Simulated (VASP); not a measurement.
# Pb (C2/c) in VASP: a series of runs

Runs on Pb. Level: PBEsol. Tasks: single point.

Everything below comes from runs of VASP 6.6.1. Logs are shortened: lines on timing, memory, paths and dates and some standing lists are left out, and cuts for length are marked.

**1. The cell of the first run**

Symmetry: C2/c, No. 15, monoclinic system. The conventional cell has a = 3.212 Å, b = 8.358 Å, c = 4.507 Å, α = 90.00°, β = 108.42°, γ = 90.00°. Pb (site symmetry 2) has 10 Pb at 3.09 to 3.92 Å within 4.1 Å.

**2. Single point, PBEsol (volume scaled by 0.92)**

Input file INCAR:

```
SYSTEM = Pb
PREC = Accurate
ENCUT = 520
EDIFF = 1E-7
ISMEAR = -1
SIGMA = 0.1
LREAL = .False.
LASPH = .True.
NELM = 80
ALGO = Normal
ISIF = 2
LWAVE = .False.
LCHARG = .False.
GGA = PS
NBANDS = 21
```

Input file KPOINTS:

```
Automatic mesh
0
Gamma
  12 12 8
  0 0 0
```

Input file POSCAR:

```
Pb
1.0
   -2.9794969925      2.9306183260      1.6058347447
    2.9306183260     -2.9794969925      1.6058347447
    3.0503565056      3.0503565056     -1.6953561120
Pb
2
Direct
    0.9976815058      0.0023184942      0.0000000000
    0.7523184942      0.2476815058      0.5000000000
```

Potentials or basis: VASP PAW PBE potentials, release 64 (Pb_d).

Run with:

```bash
cat potpaw_PBE.64/Pb_d/POTCAR > POTCAR
mpirun -np 1 vasp_std > vasp.out
```

OUTCAR:

```text
SYSTEM = Pb
   PREC = Accurate
   ENCUT = 520
   EDIFF = 1E-7
   ISMEAR = -1
   LREAL = .False.
   LASPH = .True.
   NELM = 80
   ISIF = 2
   GGA = PS

 ion  position               nearest neighbor table
   1  0.998  0.002  0.000-   2 3.09   2 3.09   2 3.10   2 3.10   2 3.76   2 3.76   2 3.92   2 3.92

   2  0.752  0.248  0.500-   1 3.09   1 3.09   1 3.10   1 3.10   1 3.76   1 3.76   1 3.92   1 3.92

  Warning from LATTYP: Got some problem with cell dimensions!
  Tried to take original basis but could not verify dimensions!
  LATTYP: Found a base centered monoclinic cell.
 ALAT       =     3.2124132918
 B/A-ratio  =     2.6018337242
 C/A-ratio  =     1.4031295953
 COS(beta)  =    -0.3160610982

  Lattice vectors:

 A1 = (   2.9794969925,  -2.9306183260,  -1.6058347447)
 A2 = (  -2.9306183260,   2.9794969925,  -1.6058347447)
 A3 = (   3.0014778391,   3.0014778391,   1.5163133774)

Analysis of symmetry for initial positions (statically):
=====================================================================
 Subroutine PRICEL returns:
 Original cell was already a primitive cell.

 Routine SETGRP: Setting up the symmetry group for a
 base centered monoclinic supercell.

 Subroutine GETGRP returns: Found  4 space group operations
 (whereof  2 operations were pure point group operations)
 out of a pool of  4 trial point group operations.

The static configuration has the point symmetry C_2 .
 The point group associated with its full space group is C_2h.

Analysis of symmetry for dynamics (positions and initial velocities):
=====================================================================
 Subroutine PRICEL returns:
 Original cell was already a primitive cell.

 Routine SETGRP: Setting up the symmetry group for a
 base centered monoclinic supercell.

 Subroutine GETGRP returns: Found  4 space group operations
 (whereof  2 operations were pure point group operations)
 out of a pool of  4 trial point group operations.

The dynamic configuration has the point symmetry C_2 .
 The point group associated with its full space group is C_2h.

 Subroutine INISYM returns: Found  4 space group operations
 (whereof  2 operations are pure point group operations),
 and found     1 'primitive' translations

----------------------------------------------------------------------------------------

                                     Primitive cell

  volume of cell :      57.4101

  direct lattice vectors                    reciprocal lattice vectors
    -2.979496993  2.930618326  1.605834745     0.002663991  0.171865427  0.314020720
     2.930618326 -2.979496993  1.605834745     0.171865427  0.002663991  0.314020720
     3.050356506  3.050356506 -1.695356112     0.165313589  0.165313589  0.005031843

  length of vectors
     4.477123108  4.477123108  4.635038508     0.357985802  0.357985802  0.233842864

  position of ions in fractional coordinates (direct lattice)
     0.997681506  0.002318494  1.000000000
     0.752318494  0.247681506  0.500000000

  ion indices of the primitive-cell ions
   primitive index   ion index
                 1           1
                 2           2

----------------------------------------------------------------------------------------

 KPOINTS: Automatic mesh

Automatic generation of k-mesh.
 Grid dimensions read from file:
 generate k-points for:   12   12    8

 Generating k-lattice:

  Cartesian coordinates                     Fractional coordinates (reciprocal lattice)
     0.000221999  0.014322119  0.026168393     0.083333333 -0.000000000  0.000000000
     0.014322119  0.000221999  0.026168393    -0.000000000  0.083333333  0.000000000
     0.020664199  0.020664199  0.000628980    -0.000000000 -0.000000000  0.125000000

  Length of vectors
     0.029832150  0.029832150  0.029230358

  Shift w.r.t. Gamma in fractional coordinates (k-lattice)
     0.000000000  0.000000000  0.000000000

 Subroutine IBZKPT returns following result:
 ===========================================

 Found    320 irreducible k-points:

 Following reciprocal coordinates:
            Coordinates               Weight
  0.000000  0.000000  0.000000      1.000000
  0.083333  0.000000 -0.000000      4.000000
  0.166667  0.000000  0.000000      4.000000
  0.250000  0.000000  0.000000      4.000000
  0.333333  0.000000 -0.000000      4.000000
  0.416667  0.000000  0.000000      4.000000
[... 16 lines left out ...]
  0.500000  0.166667 -0.000000      4.000000
 -0.416667  0.166667  0.000000      4.000000
 [... further k-points ...]
   k-points           NKPTS =    320   k-points in BZ     NKDIM =    320   number of bands    NBANDS=     21
   number of dos      NEDOS =    301   number of ions     NIONS =      2
   total plane-waves  NPLWV =  46656
   dimension x,y,z NGX =    36 NGY =   36 NGZ =   36
   dimension x,y,z NGXF=    72 NGYF=   72 NGZF=   72
   ions per type =               2
   NGX,Y,Z   is equivalent  to a cutoff of  13.37, 13.37, 12.91 a.u.
   NGXF,Y,Z  is equivalent  to a cutoff of  26.74, 26.74, 25.82 a.u.
 SYSTEM =  Pb
   PREC   = accura    normal or accurate (medium, high low for compatibility)
   ISTART =      0    job   : 0-new  1-cont  2-samecut
   ICHARG =      2    charge: 1-file 2-atom 10-const
   ISPIN  =      1    spin polarized calculation?
   LNONCOLLINEAR =      F non collinear calculations
   LSORBIT =      F    spin-orbit coupling
   LASPH  =      T    aspherical Exc in radial PAW
   ENCUT  =  520.0 eV  38.22 Ry    6.18 a.u.   8.32  8.32  8.62*2*pi/ulx,y,z
   NELM   =     80;   NELMIN=  2; NELMDL= -5     # of ELM steps
   EDIFF  = 0.1E-06   stopping-criterion for ELM
   LREAL  =      F    real-space projection
   EDIFFG = 0.1E-05   stopping-criterion for IOM
   NSW    =      0    number of steps for IOM
   IBRION =     -1    ionic relax: 0-MD 1-quasi-New 2-CG
   NFREE  =      0    steps in history (QN), initial steepest desc. (CG)
   ISIF   =      2    stress and relaxation
   ISYM   =      2    0-nonsym 1-usesym 2-fastsym
   POTIM  = 0.5000    time-step for ionic-motion
   TEBEG  =    0.0;   TEEND  =   0.0 temperature during run
   PSTRESS=    0.0 pullay stress
   NELECT =      28.0000    total number of electrons
   NUPDOWN=      -1.0000    fix difference up-down
   EMIN   =  10.00;   EMAX   =-10.00  energy-range for DOS
   EFERMI =   0.00;   METHOD = LEGACY
   ISMEAR =    -1;   SIGMA  =   0.10  broadening in eV -4-tet -1-fermi 0-gaus
   EFERMI_NEDOS =   21; number of points for ismear=-14 and -15
   IALGO  =     38    algorithm
   IMIX   =      4    mixing-type and parameters
     AMIX     =   0.40;   BMIX     =  1.00
     AMIX_MAG =   1.60;   BMIX_MAG =  1.00
  volume/ion in A,a.u.               =      28.71       193.71
  Fermi-wavevector in a.u.,A,eV,Ry     =   1.288639  2.435175 22.593721  1.660592
  Thomas-Fermi vector in A             =   2.420581
   LORBIT       =      0    0 simple, 1 ext, 2 COOP (PROOUT), +10 PAW based schemes
   GGA     = PS    functional components
   LHFCALC =     F    Hartree Fock is set to
   AEXX    =    0.0000 exact exchange contribution
   IVDW    =     0    specifies the selected vdW correction
   LEPSILON=     F    determine dielectric tensor
   LRPA    =     F    only Hartree local field effects (RPA)
 non-spin polarized calculation
  energy-cutoff  :      520.00
  volume of cell :       57.41
 maximum number of plane-waves:      1566
 NGX is ok and might be reduce to    36
   NGX = 17   NGY = 17   NGZ = 17

 number of electron      28.0000003 magnetization

 Free energy of the ion-electron system (eV)
  ---------------------------------------------------
  ext. energy  EPLUGINS =         0.00000000
  ---------------------------------------------------
  free energy    TOTEN  =        -7.66791517 eV

  energy without entropy =       -7.62909420  energy(sigma->0) =       -7.64850468

 E-fermi :   7.5269     XC(G=0): -10.5509

 val. band max:        7.5219583711   @ k =   0.2500   0.0833  -0.0000
 cond. band min:       7.5296806971   @ k =  -0.1667  -0.0000   0.2500
 fundamental gap:      0.0077223259
 Fermi energy:         7.5268590576

 k-point     1 :       0.0000    0.0000    0.0000
  band No.  band energies     occupation
      1      -9.7730      2.00000
      2      -9.6180      2.00000
      3      -9.5658      2.00000
      4      -9.5517      2.00000
      5      -9.1890      2.00000
      6      -9.1882      2.00000
[... 13 lines left out ...]
     20      17.3682      0.00000
     21      18.4561      0.00000

 k-point     2 :       0.0833    0.0000   -0.0000
  band No.  band energies     occupation
      1      -9.7649      2.00000
      2      -9.5894      2.00000
      3      -9.5540      2.00000
      4      -9.5122      2.00000
      5      -9.2173      2.00000
      6      -9.2153      2.00000
[... 13 lines left out ...]
     20      17.0529      0.00000
     21      17.1877      0.00000

 k-point     3 :       0.1667    0.0000    0.0000
  band No.  band energies     occupation
      1      -9.7393      2.00000
      2      -9.5215      2.00000
      3      -9.5169      2.00000
      4      -9.4177      2.00000
      5      -9.2702      2.00000
      6      -9.2510      2.00000
[... 13 lines left out ...]
     20      15.7049      0.00000
     21      16.0892      0.00000

 k-point     4 :       0.2500    0.0000    0.0000
  band No.  band energies     occupation
      1      -9.7023      2.00000
      2      -9.4789      2.00000
      3      -9.4522      2.00000
      4      -9.3547      2.00000
      5      -9.3310      2.00000
      6      -9.2337      2.00000
[... 13 lines left out ...]
     20      14.8004      0.00000
     21      16.2404      0.00000

 k-point     5 :       0.3333    0.0000   -0.0000
  band No.  band energies     occupation
      1      -9.6675      2.00000
      2      -9.4561      2.00000
      3      -9.4396      2.00000
      4      -9.3898      2.00000
      5      -9.3625      2.00000
      6      -9.2637      2.00000
[... 13 lines left out ...]
     20      14.4763      0.00000
     21      17.1158      0.00000

 k-point     6 :       0.4167    0.0000    0.0000
  band No.  band energies     occupation
      1      -9.6419      2.00000
      2      -9.4759      2.00000
      3      -9.4670      2.00000
      4      -9.4222      2.00000
      5      -9.3405      2.00000
      6      -9.2925      2.00000
[... 13 lines left out ...]
     20      15.9744      0.00000
     21      18.1192      0.00000

 k-point     7 :       0.5000    0.0000    0.0000
  band No.  band energies     occupation
      1      -9.6293      2.00000
      2      -9.4972      2.00000
      3      -9.4882      2.00000
      4      -9.4196      2.00000
      5      -9.3246      2.00000
      6      -9.3029      2.00000
[... 13 lines left out ...]
     20      17.1487      0.00000
     21      17.8684      0.00000
[... 291 lines left out ...]
      1      -9.6711      2.00000
      2      -9.4943      2.00000
      3      -9.4209      2.00000
      4      -9.3723      2.00000
      5      -9.3389      2.00000
      6      -9.3247      2.00000
[... 13 lines left out ...]
     20      15.0926      0.00000
     21      15.9867      0.00000

 k-point    21 :       0.3333    0.1667    0.0000
  band No.  band energies     occupation
      1      -9.6537      2.00000
      2      -9.5098      2.00000
      3      -9.4371      2.00000
      4      -9.3879      2.00000
      5      -9.3398      2.00000
      6      -9.3016      2.00000
[... 13 lines left out ...]
     20      16.3841      0.00000
     21      17.0584      0.00000

 k-point    22 :       0.4167    0.1667    0.0000
  band No.  band energies     occupation
      1      -9.6304      2.00000
      2      -9.5028      2.00000
      3      -9.4668      2.00000
      4      -9.3758      2.00000
      5      -9.3350      2.00000
      6      -9.2774      2.00000
[... 13 lines left out ...]
     20      16.5521      0.00000
     21      17.0555      0.00000

 k-point    23 :       0.5000    0.1667   -0.0000
  band No.  band energies     occupation
      1      -9.6216      2.00000
      2      -9.4762      2.00000
      3      -9.4571      2.00000
      4      -9.3861      2.00000
      5      -9.3212      2.00000
      6      -9.2723      2.00000
[... 13 lines left out ...]
     20      16.1312      0.00000
     21      16.7919      0.00000

 k-point    24 :      -0.4167    0.1667    0.0000
  band No.  band energies     occupation
      1      -9.6381      2.00000
      2      -9.4775      2.00000
      3      -9.4340      2.00000
      4      -9.4092      2.00000
      5      -9.3127      2.00000
      6      -9.2523      2.00000
[... 13 lines left out ...]
     20      15.7820      0.00000
     21      16.3535      0.00000

 [... further k-points ...]

------------------------ aborting loop because EDIFF is reached ----------------------------------------

  FORCE on cell =-STRESS in cart. coord.  units (eV):
  Direction    XX          YY          ZZ          XY          YZ          ZX
  --------------------------------------------------------------------------------------
  -------------------------------------------------------------------------------------
  Total        1.6152367      1.6152367      1.5887792     -0.0596528      0.0673840      0.0673840
  in kB       45.0773622     45.0773622     44.3389992     -1.6647657      1.8805253      1.8805261
  external PRESSURE =      44.8312412 kB  Pullay stress =       0.0000000 kB

 VOLUME and BASIS-vectors are now :
 -----------------------------------------------------------------------------
  energy-cutoff  :      520.00
  volume of cell :       57.41
      direct lattice vectors                 reciprocal lattice vectors
    -2.979496993  2.930618326  1.605834745     0.002663991  0.171865427  0.314020720
     2.930618326 -2.979496993  1.605834745     0.171865427  0.002663991  0.314020720
     3.050356506  3.050356506 -1.695356112     0.165313589  0.165313589  0.005031843

 POSITION                                       TOTAL-FORCE (eV/Angst)
 -----------------------------------------------------------------------------------
     -2.96579      2.91692      1.60583        -0.009748      0.009748     -0.000000
      0.00951      2.99197      0.75816         0.009748     -0.009748      0.000000
 -----------------------------------------------------------------------------------
    total drift:                               -0.000000      0.000000     -0.000000

  FREE ENERGIE OF THE ION-ELECTRON SYSTEM (eV)
  ---------------------------------------------------
  free  energy   TOTEN  =        -7.6679151686 eV

  energy  without entropy=       -7.6290941964  energy(sigma->0) =       -7.64850468
```

Run time: 5.8 min. Hardware: 1 thread of Oxide Virtual Turin-like, shared host; peak memory 0.39 GiB.

Results:

```
Free energy            : -7.6679 eV
Pressure               : 4.5 GPa
Largest force          : 0.014 eV/Å
Band gap on the k mesh : zero (band 14 reaches 9.04 eV, above the bottom of band 15 at 5.18 eV)
```

Forces in eV/Å, atoms in the order of the input:
```
Pb  -0.010  0.010  0.000
Pb   0.010 -0.010  0.000
```

Stress tensor (GPa, compression positive):
```
 4.51 -0.17  0.19
-0.17  4.51  0.19
 0.19  0.19  4.43
```

Levels at points of the mesh, in eV from the Fermi level:
```tsv
k point	band 12	band 13	band 14	band 15	band 16	band 17
(0.00, 0.00, 0.00)	-5.66	-2.04	-1.71	3.67	6.12	6.20
(0.50, 0.00, 0.00)	-6.34	-3.06	-1.75	-0.83	2.50	2.84
(0.50, 0.50, 0.00)	-9.88	0.72	0.91	0.93	1.05	5.75
(0.00, 0.00, 0.50)	-10.03	1.01	1.01	1.31	1.31	6.28
(0.50, 0.00, 0.50)	-6.44	-2.85	-1.57	-0.73	3.00	3.13
(0.50, 0.50, 0.50)	-8.87	-4.64	-4.64	5.56	5.56	9.33
```

Caveat: the PAW data sets were made with another functional, which shifts forces and pressure a little; spin-orbit coupling is left out, which moves the levels of the heavy elements.

(Part 1 of 2 ends here.)
